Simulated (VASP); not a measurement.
# Mn3Si (Fm-3m) in VASP: notebook

Runs on Mn3Si. Level: PBEsol+D3(BJ). Tasks: single point.

All numbers are computed with VASP 6.6.1; they aren't measurements. Logs are shortened: lines on timing, memory, paths and dates and some standing lists are left out, and cuts for length are marked.

## 1. The cell of the first run

Symmetry: Fm-3m, No. 225, cubic system. The conventional cell has a = 5.483 Å, b = 5.483 Å, c = 5.483 Å, α = 90.00°, β = 90.00°, γ = 90.00°. Mn (site symmetry m-3m) has 8 Mn at 2.37 Å and 6 Si at 2.74 Å within 3.1 Å. Within 3.1 Å of Mn (site symmetry -43m) lie 10 Mn at 2.37 to 2.74 Å and 4 Si at 2.37 Å. Within 3.1 Å of Si (site symmetry m-3m) lie 14 Mn at 2.37 to 2.74 Å.

## 2. Single point, PBEsol+D3(BJ), collinear spin, ferromagnetic start

INCAR

```
SYSTEM = Mn3Si
ALGO     = Normal         ! electronic algorithm
EDIFF    = 1E-6           ! SCF threshold, eV
ENCUT    = 520            ! plane-wave cutoff, eV
GGA      = PS             ! functional
ISIF     = 2              ! what is computed and relaxed
ISMEAR   = 1              ! smearing method
ISPIN    = 2              ! spin polarisation
IVDW     = 12             ! dispersion correction
LASPH    = .True.         ! aspherical terms in the spheres
LCHARG   = .False.        ! write CHGCAR
LMAXMIX  = 4              ! l up to which the mixer works
LORBIT   = 11             ! projections on sites
LREAL    = .False.        ! projectors in reciprocal space
LWAVE    = .False.        ! write WAVECAR
MAGMOM   = 2.8 2.8 2.8 0  ! initial moments
NBANDS   = 34             ! bands
NELM     = 150            ! most SCF steps
PREC     = Accurate       ! precision mode
SIGMA    = 0.1            ! smearing width, eV
```

KPOINTS

```
k-points
0
Gamma
  8 8 8
  0 0 0
```

POSCAR

```
Mn3Si
1.0
    0.0000000000      2.7416504422      2.7416504422
    2.7416504422      0.0000000000      2.7416504422
    2.7416504422      2.7416504422      0.0000000000
Mn Si
3 1
Direct
    0.5000000000      0.5000000000      0.5000000000
    0.2500000000      0.2500000000      0.2500000000
    0.7500000000      0.7500000000      0.7500000000
    0.0000000000      0.0000000000      0.0000000000
```

Potentials or basis: VASP PAW PBE potentials, release 64 (Mn_pv, Si).

Launch:

```
cat potpaw_PBE.64/Mn_pv/POTCAR potpaw_PBE.64/Si/POTCAR > POTCAR
mpirun -np 1 vasp_std > vasp.out
```

OUTCAR:

```text
SYSTEM = Mn3Si
   EDIFF = 1E-6
   ENCUT = 520
   GGA = PS
   ISIF = 2
   ISMEAR = 1
   ISPIN = 2
   IVDW = 12
   LASPH = .True.
   LORBIT = 11
   LREAL = .False.
   NELM = 150
   PREC = Accurate
 IVDW          = 12

 ion  position               nearest neighbor table
   1  0.500  0.500  0.500-   2 2.37   2 2.37   2 2.37   2 2.37   3 2.37   3 2.37   3 2.37   3 2.37
                             4 2.74   4 2.74   4 2.74   4 2.74   4 2.74   4 2.74
   2  0.250  0.250  0.250-   4 2.37   4 2.37   4 2.37   1 2.37   4 2.37   1 2.37   1 2.37   1 2.37
                             3 2.74   3 2.74   3 2.74   3 2.74   3 2.74   3 2.74
   3  0.750  0.750  0.750-   1 2.37   1 2.37   1 2.37   1 2.37   4 2.37   4 2.37   4 2.37   4 2.37
                             2 2.74   2 2.74   2 2.74   2 2.74   2 2.74   2 2.74
   4  0.000  0.000  0.000-   3 2.37   3 2.37   3 2.37   2 2.37   3 2.37   2 2.37   2 2.37   2 2.37
                             1 2.74   1 2.74   1 2.74   1 2.74   1 2.74   1 2.74

  LATTYP: Found a face centered cubic cell.
 ALAT       =     5.4833008844

  Lattice vectors:

 A1 = (   0.0000000000,   2.7416504422,   2.7416504422)
 A2 = (   2.7416504422,   0.0000000000,   2.7416504422)
 A3 = (   2.7416504422,   2.7416504422,   0.0000000000)

Analysis of symmetry for initial positions (statically):
=====================================================================
 Subroutine PRICEL returns:
 Original cell was already a primitive cell.

 Routine SETGRP: Setting up the symmetry group for a
 face centered cubic supercell.

 Subroutine GETGRP returns: Found 48 space group operations
 (whereof 48 operations were pure point group operations)
 out of a pool of 48 trial point group operations.

The static configuration has the point symmetry O_h .

Analysis of symmetry for dynamics (positions and initial velocities):
=====================================================================
 Subroutine PRICEL returns:
 Original cell was already a primitive cell.

 Routine SETGRP: Setting up the symmetry group for a
 face centered cubic supercell.

 Subroutine GETGRP returns: Found 48 space group operations
 (whereof 48 operations were pure point group operations)
 out of a pool of 48 trial point group operations.

The dynamic configuration has the point symmetry O_h .

Analysis of structural, dynamic, and magnetic symmetry:
=====================================================================
 Subroutine PRICEL returns:
 Original cell was already a primitive cell.

 Routine SETGRP: Setting up the symmetry group for a
 face centered cubic supercell.

 Subroutine GETGRP returns: Found 48 space group operations
 (whereof 48 operations were pure point group operations)
 out of a pool of 48 trial point group operations.

The overall configuration has the point symmetry O_h .

 Subroutine INISYM returns: Found 48 space group operations
 (whereof 48 operations are pure point group operations),
 and found     1 'primitive' translations

----------------------------------------------------------------------------------------

                                     Primitive cell

  volume of cell :      41.2160

  direct lattice vectors                    reciprocal lattice vectors
     0.000000000  2.741650442  2.741650442    -0.182371900  0.182371900  0.182371900
     2.741650442  0.000000000  2.741650442     0.182371900 -0.182371900  0.182371900
     2.741650442  2.741650442  0.000000000     0.182371900  0.182371900 -0.182371900

  length of vectors
     3.877279239  3.877279239  3.877279239     0.315877396  0.315877396  0.315877396

  position of ions in fractional coordinates (direct lattice)
     0.500000000  0.500000000  0.500000000
     0.250000000  0.250000000  0.250000000
     0.750000000  0.750000000  0.750000000
     0.000000000  0.000000000  0.000000000

  ion indices of the primitive-cell ions
   primitive index   ion index
                 1           1
                 2           2
                 3           3
                 4           4

----------------------------------------------------------------------------------------

 KPOINTS: k-points

Automatic generation of k-mesh.
 Grid dimensions read from file:
 generate k-points for:    8    8    8

 Generating k-lattice:

  Cartesian coordinates                     Fractional coordinates (reciprocal lattice)
    -0.022796487  0.022796487  0.022796487     0.125000000  0.000000000  0.000000000
     0.022796487 -0.022796487  0.022796487     0.000000000  0.125000000  0.000000000
     0.022796487  0.022796487 -0.022796487     0.000000000  0.000000000  0.125000000

  Length of vectors
     0.039484675  0.039484675  0.039484675

  Shift w.r.t. Gamma in fractional coordinates (k-lattice)
     0.000000000  0.000000000  0.000000000

 Subroutine IBZKPT returns following result:
 ===========================================

 Found     29 irreducible k-points:

 Following reciprocal coordinates:
            Coordinates               Weight
  0.000000  0.000000  0.000000      1.000000
  0.125000  0.000000  0.000000      8.000000
  0.250000  0.000000  0.000000      8.000000
  0.375000  0.000000  0.000000      8.000000
  0.500000  0.000000  0.000000      4.000000
  0.125000  0.125000  0.000000      6.000000
[... 16 lines left out ...]
  0.500000  0.250000  0.125000     48.000000
 -0.375000  0.250000  0.125000     24.000000
 [... further k-points ...]
   k-points           NKPTS =     29   k-points in BZ     NKDIM =     29   number of bands    NBANDS=     34
   number of dos      NEDOS =    301   number of ions     NIONS =      4
   total plane-waves  NPLWV =  27000
   dimension x,y,z NGX =    30 NGY =   30 NGZ =   30
   dimension x,y,z NGXF=    60 NGYF=   60 NGZF=   60
   ions per type =               3   1
   NGX,Y,Z   is equivalent  to a cutoff of  12.86, 12.86, 12.86 a.u.
   NGXF,Y,Z  is equivalent  to a cutoff of  25.73, 25.73, 25.73 a.u.
 SYSTEM =  Mn3Si
   PREC   = accura    normal or accurate (medium, high low for compatibility)
   ISTART =      0    job   : 0-new  1-cont  2-samecut
   ICHARG =      2    charge: 1-file 2-atom 10-const
   ISPIN  =      2    spin polarized calculation?
   LNONCOLLINEAR =      F non collinear calculations
   LSORBIT =      F    spin-orbit coupling
   LASPH  =      T    aspherical Exc in radial PAW
   ENCUT  =  520.0 eV  38.22 Ry    6.18 a.u.   7.21  7.21  7.21*2*pi/ulx,y,z
   NELM   =    150;   NELMIN=  2; NELMDL= -5     # of ELM steps
   EDIFF  = 0.1E-05   stopping-criterion for ELM
   LREAL  =      F    real-space projection
   EDIFFG = 0.1E-04   stopping-criterion for IOM
   NSW    =      0    number of steps for IOM
   IBRION =     -1    ionic relax: 0-MD 1-quasi-New 2-CG
   NFREE  =      0    steps in history (QN), initial steepest desc. (CG)
   ISIF   =      2    stress and relaxation
   ISYM   =      2    0-nonsym 1-usesym 2-fastsym
   POTIM  = 0.5000    time-step for ionic-motion
   TEBEG  =    0.0;   TEEND  =   0.0 temperature during run
   PSTRESS=    0.0 pullay stress
   NELECT =      43.0000    total number of electrons
   NUPDOWN=      -1.0000    fix difference up-down
   EMIN   =  10.00;   EMAX   =-10.00  energy-range for DOS
   EFERMI =   0.00;   METHOD = LEGACY
   ISMEAR =     1;   SIGMA  =   0.10  broadening in eV -4-tet -1-fermi 0-gaus
   EFERMI_NEDOS =   21; number of points for ismear=-14 and -15
   IALGO  =     38    algorithm
   IMIX   =      4    mixing-type and parameters
     AMIX     =   0.40;   BMIX     =  1.00
     AMIX_MAG =   1.60;   BMIX_MAG =  1.00
  volume/ion in A,a.u.               =      10.30        69.53
  Fermi-wavevector in a.u.,A,eV,Ry     =   1.660385  3.137673 37.509625  2.756880
  Thomas-Fermi vector in A             =   2.747631
   LORBIT       =     11    0 simple, 1 ext, 2 COOP (PROOUT), +10 PAW based schemes
   GGA     = PS    functional components
   LHFCALC =     F    Hartree Fock is set to
   AEXX    =    0.0000 exact exchange contribution
   IVDW    =    12    specifies the selected vdW correction
   LEPSILON=     F    determine dielectric tensor
   LRPA    =     F    only Hartree local field effects (RPA)
 spin polarized calculation
 Methfessel and Paxton  Order N= 1 SIGMA  =   0.10
  energy-cutoff  :      520.00
  volume of cell :       41.22
 maximum number of plane-waves:      1124
 NGX is ok and might be reduce to    30
   NGX = 15   NGY = 15   NGZ = 15

 number of electron      43.0000023 magnetization       1.1911688

 Free energy of the ion-electron system (eV)
  ---------------------------------------------------
  ext. energy  EPLUGINS =         0.00000000
  ---------------------------------------------------
  free energy    TOTEN  =       -36.29112655 eV

  energy without entropy =      -36.29148199  energy(sigma->0) =      -36.29124503

 E-fermi :  11.8604     XC(G=0): -13.9720

 val. band max:       11.8335770950   @ k =   0.5000   0.2500   0.1250
 cond. band min:      11.8684681588   @ k =   0.5000   0.3750   0.0000
 fundamental gap:      0.0348910638
 Fermi energy:        11.8604327565

 spin component 1

 k-point     1 :       0.0000    0.0000    0.0000
  band No.  band energies     occupation
      1     -37.1243      1.00000
      2     -37.1243      1.00000
      3     -37.1243      1.00000
      4     -35.5830      1.00000
      5     -35.5830      1.00000
      6     -35.5830      1.00000
[... 25 lines left out ...]
     32      18.5870      0.00000
     33      22.5039      0.00000

 k-point     2 :       0.1250    0.0000    0.0000
  band No.  band energies     occupation
      1     -37.1266      1.00000
      2     -37.1266      1.00000
      3     -37.1251      1.00000
      4     -35.5761      1.00000
      5     -35.5761      1.00000
      6     -35.5709      1.00000
[... 25 lines left out ...]
     32      18.6359      0.00000
     33      22.0840      0.00000
[... 754 lines left out ...]
     32      21.2489      0.00000
     33      22.8549      0.00000

 k-point    24 :      -0.3750    0.2500    0.1250
  band No.  band energies     occupation
      1     -37.1485      1.00000
      2     -37.1343      1.00000
      3     -37.1289      1.00000
      4     -35.5752      1.00000
      5     -35.5403      1.00000
      6     -35.5040      1.00000
[... 25 lines left out ...]
     32      22.3687      0.00000
     33      23.1273      0.00000

 [... further k-points ...]

 spin component 2

 k-point     1 :       0.0000    0.0000    0.0000
  band No.  band energies     occupation
      1     -35.9834      1.00000
      2     -35.9834      1.00000
      3     -35.9834      1.00000
      4     -35.9076      1.00000
      5     -35.9076      1.00000
      6     -35.9076      1.00000
[... 25 lines left out ...]
     32      19.0090      0.00000
     33      22.6971      0.00000

 k-point     2 :       0.1250    0.0000    0.0000
  band No.  band energies     occupation
      1     -35.9978      1.00000
      2     -35.9850      1.00000
      3     -35.9849      1.00000
      4     -35.9094      1.00000
      5     -35.9094      1.00000
      6     -35.8920      1.00000
[... 25 lines left out ...]
     32      18.9494      0.00000
     33      22.2913      0.00000
[... 754 lines left out ...]
     32      21.3751      0.00000
     33      22.9922      0.00000

 k-point    24 :      -0.3750    0.2500    0.1250
  band No.  band energies     occupation
      1     -36.0611      1.00000
      2     -36.0133      1.00000
      3     -35.9786      1.00000
      4     -35.9436      1.00000
      5     -35.8693      1.00000
      6     -35.8596      1.00000
[... 25 lines left out ...]
     32      22.4369      0.00000
     33      23.1910      0.00000

 [... further k-points ...]

 [bands above 33 left out]

------------------------ aborting loop because EDIFF is reached ----------------------------------------

 Edisp (eV)   -1.63523

 E8    (eV) :    -1.0909

  FORCE on cell =-STRESS in cart. coord.  units (eV):
  Direction    XX          YY          ZZ          XY          YZ          ZX
  --------------------------------------------------------------------------------------
  -------------------------------------------------------------------------------------
  Total       1.17906     1.17906     1.17906     0.00000    -0.00000    -0.00000
  in kB      45.83331    45.83331    45.83331     0.00000    -0.00000    -0.00000
  external pressure =       45.83 kB  Pullay stress =        0.00 kB

 VOLUME and BASIS-vectors are now :
 -----------------------------------------------------------------------------
  energy-cutoff  :      520.00
  volume of cell :       41.22
      direct lattice vectors                 reciprocal lattice vectors
     0.000000000  2.741650442  2.741650442    -0.182371900  0.182371900  0.182371900
     2.741650442  0.000000000  2.741650442     0.182371900 -0.182371900  0.182371900
     2.741650442  2.741650442  0.000000000     0.182371900  0.182371900 -0.182371900

 POSITION                                       TOTAL-FORCE (eV/Angst)
 -----------------------------------------------------------------------------------
      2.74165      2.74165      2.74165         0.000000      0.000000      0.000000
      1.37083      1.37083      1.37083         0.000000     -0.000000      0.000000
      4.11248      4.11248      4.11248        -0.000000     -0.000000     -0.000000
      0.00000      0.00000      0.00000         0.000000      0.000000      0.000000
 -----------------------------------------------------------------------------------
    total drift:                                0.000000     -0.000000      0.000000

  FREE ENERGIE OF THE ION-ELECTRON SYSTEM (eV)
  ---------------------------------------------------
  free  energy   TOTEN  =       -37.9263602041 eV

  energy  without entropy=      -37.9267156490  energy(sigma->0) =      -37.92647869

 total charge

# of ion       s       p       d       tot
------------------------------------------
    1        0.423   6.441   5.181  12.045
    2        0.382   6.438   5.350  12.170
    3        0.382   6.438   5.350  12.170
    4        0.732   0.967   0.000   1.699
--------------------------------------------------
tot          1.918  20.284  15.881  38.084

 magnetization (x)

# of ion       s       p       d       tot
------------------------------------------
    1        0.015   0.020   1.916   1.952
    2       -0.004  -0.012  -0.395  -0.410
    3       -0.004  -0.012  -0.395  -0.410
    4        0.018   0.011   0.000   0.030
--------------------------------------------------
tot          0.025   0.008   1.127   1.160
```

It took 9.8 min on 1 thread of Intel Xeon 8259CL, shared host; peak memory 0.24 GiB.

Results:

* Free energy: -37.9264 eV
* Pressure: 4.6 GPa
* Net moment: 1.19 μB per cell
* Site moments: Mn +1.95, -0.41 (each value once); Si +0.03 μB
* Valence electrons inside the program's atomic spheres: Mn 12.04, 12.17 (each value once); Si 1.70
* Dispersion energy per atom: -0.409 eV

Caveat: three body term missing; the cell stands under pressure; the PAW data sets were made with another functional, which shifts forces and pressure a little.

(Part 1 of 2 ends here.)
